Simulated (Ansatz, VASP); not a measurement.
**Ca: VASP beside Ansatz**

```
CELL_PARAMETERS angstrom
0.00000 2.66938 2.66938
2.66938 0.00000 2.66938
2.66938 2.66938 0.00000
ATOMIC_POSITIONS crystal
Ca 0.00000 0.00000 0.00000
```

Alike in both runs: functional LDA; k mesh 14 × 14 × 14; occupations gaussian, width 0.1 eV; no spin polarisation.

Ansatz relaxed the structure, and its values are those at the end. VASP's run is a single point on that final structure, the one shown.

|  | VASP | Ansatz |
| --- | --- | --- |
| version | VASP 6.6.1 | Ansatz 0.2.0 |
| potentials or method | VASP PAW LDA potentials, release 64 (Ca_sv), cutoff 520 eV | scalar-relativistic, plane waves, PAW |
| valence electrons in the cell | 10 | 10 |

|  | VASP | Ansatz | Ansatz less VASP |
| --- | --- | --- | --- |
| gap on the k mesh at the Fermi level (eV) | none | none | - |
| pressure (GPa) | 0.0 | 0.0 | +0.01 |

LDA's correlation is that of Perdew and Zunger in VASP and of Perdew and Wang (1992) in Ansatz. A gap of «none» marks a metal or a gap that the smearing closes.
